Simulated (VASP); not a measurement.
CdS (Hawleyite), 2 atoms in the cell. It takes space group F-43m (No. 216, cubic). The conventional cell has a = 6.070 Å, b = 6.070 Å, c = 6.070 Å, α = 90.00°, β = 90.00°, γ = 90.00°. Cd (site symmetry -43m) has 4 S at 2.63 Å within 3.5 Å. S (site symmetry -43m) has 4 Cd at 2.63 Å within 3.5 Å. 

| Quantity | Value |
| --- | --- |
| Program | VASP 6.6.1 |
| Task | single point |
| Functional | RPBE |
| Potentials or basis | VASP PAW PBE potentials, release 64 (Cd, S) |
| Cutoff | 520 eV |
| k mesh | 8 × 8 × 8 |
| Occupations | fermi-dirac, width 0.15 eV |
| Spin | no spin polarisation |
| Dipole correction | no |
| Further INCAR settings | ALGO = Normal; EDIFF = 1e-06; NBANDS = 16 |

Potentials or basis: VASP PAW PBE potentials, release 64 (Cd, S).

The run is started by

```bash
$ cat potpaw_PBE.64/Cd/POTCAR potpaw_PBE.64/S/POTCAR > POTCAR
$ mpirun -np 1 vasp_std > vasp.out
```

Hardware: 1 thread of Intel Xeon 8259CL (shared host).

Question: How long does it take, and how much memory?

Answer: Run time: 38 s on 1 thread of Intel Xeon 8259CL, on a shared host, peak memory 0.18 GiB. Counts: scf iterations 14, k points 29.
